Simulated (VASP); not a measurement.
## SiGeS3: single point with LDA

Crystal: SiGeS3.

```xyz
5
Lattice="4.2590 0.0000 0.0000 0.0000 4.2590 0.0000 0.0000 0.0000 4.2590" Properties=species:S:1:pos:R:3 pbc="T T T"
Ge    0.0000    0.0000    0.0000
Si    2.1295    2.1295    2.1295
S     2.1295    2.1295    0.0000
S     2.1295    0.0000    2.1295
S     0.0000    2.1295    2.1295
```

```
Program             : VASP 6.6.1
Task                : single point
Functional          : LDA
Potentials or basis : VASP PAW LDA potentials, release 64 (Ge_d, Si, S)
Cutoff              : 520 eV
k mesh              : 8 × 8 × 8
Occupations         : fermi-dirac, width 0.15 eV
Spin                : no spin polarisation
```

The pressure is 15.2 GPa and the band gap on the k mesh is zero (band 18 reaches 8.81 eV, above the bottom of band 19 at 6.81 eV).

Levels at points of the mesh, in eV from the Fermi level:
```csv
k point,band 15,band 16,band 17,band 18,band 19,band 20,band 21,band 22
"(0.00, 0.00, 0.00)",-2.12,-1.67,-1.67,-1.67,-1.39,3.31,3.31,3.31
"(0.50, 0.00, 0.00)",-2.80,-1.49,-1.39,-1.39,-0.49,2.45,2.45,3.64
"(0.50, 0.50, 0.00)",-3.40,-3.25,-2.49,0.04,0.54,1.71,1.71,4.34
"(0.50, 0.50, 0.50)",-2.42,0.62,0.62,0.62,2.79,2.79,2.79,4.11
```

Run time: 19 s on 1 thread of Intel(R) Xeon(R) 6975P-C (Granite Rapids) (shared host), peak memory 0.19 GiB.
